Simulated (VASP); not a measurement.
Set up this calculation in VASP 6.6.1, as the native input.

| Item | Value |
| --- | --- |
| Task | single point |
| Functional | PBEsol |
| Potentials or basis | VASP PAW PBE potentials, release 64 (Yb) |
| Cutoff | 520 eV |
| k mesh | 9 × 9 × 9 |
| Occupations | fermi-dirac, width 0.05 eV |
| Spin | collinear spin, ferromagnetic start |
| Starting moments | [1.0] μB |
| Hubbard terms | Yb f U = 2.0 eV |
| Dipole correction | no |
| k mesh for the DOS | 14 × 14 × 14 |
| Occupations for the DOS | tetrahedron |
| Further INCAR settings | ALGO = Normal; EDIFF = 1e-07 |

The system is Yb.

```
Yb
1.0
    -2.15148    2.15148    2.15148
     2.15148   -2.15148    2.15148
     2.15148    2.15148   -2.15148
Yb
1
Direct
  0.00000 0.00000 0.00000
```

This isn't the form of Yb at room conditions, which is fcc.

The input as run:

POSCAR

```
Yb
1.0
   -2.1514830000      2.1514830000      2.1514830000
    2.1514830000     -2.1514830000      2.1514830000
    2.1514830000      2.1514830000     -2.1514830000
Yb
1
Direct
    0.0000000000      0.0000000000      0.0000000000
```

INCAR.step1

```
PREC = Accurate
ENCUT = 520
EDIFF = 1E-7
ISMEAR = -1
SIGMA = 0.05
LREAL = F
LASPH = T
NELM = 150
ALGO = Normal
ISIF = 2
LWAVE = F
LCHARG = T
ISPIN = 2
MAGMOM = 1
LMAXMIX = 6
LDAU = T
LDAUTYPE = 2
LDAUL = 3
LDAUU = 2
LDAUJ = 0
LDAUPRINT = 1
GGA = PS
NBANDS = 22
```

KPOINTS.step1

```
regular mesh
0
Gamma
  9 9 9
```

INCAR.step2

```
PREC = Accurate
ENCUT = 520
EDIFF = 1E-7
ISMEAR = -5
SIGMA = 0.05
LREAL = F
LASPH = T
NELM = 150
ALGO = Normal
ISIF = 2
LWAVE = F
LCHARG = F
ISPIN = 2
MAGMOM = 1
LORBIT = 10
LMAXMIX = 6
LDAU = T
LDAUTYPE = 2
LDAUL = 3
LDAUU = 2
LDAUJ = 0
LDAUPRINT = 1
GGA = PS
NEDOS = 1001
ICHARG = 11
```

KPOINTS.step2

```
regular mesh
0
Gamma
  14 14 14
```

Potentials or basis: VASP PAW PBE potentials, release 64 (Yb).

Launch:

```bash
$ cat potpaw_PBE.64/Yb/POTCAR > POTCAR
$ cp INCAR.step1 INCAR
$ cp KPOINTS.step1 KPOINTS
$ mpirun -np 1 vasp_std > vasp.out
$ cp INCAR.step2 INCAR
$ cp KPOINTS.step2 KPOINTS
$ mpirun -np 1 vasp_std > vasp.out
```

It gave:

```
Net moment                                            : 0.00 μB per cell
Valence electrons inside the program's atomic spheres : Yb 22.12
```

Wall time 8.8 min on 1 thread of Oxide Virtual Turin-like Processor, on a shared host, peak memory 0.22 GiB.
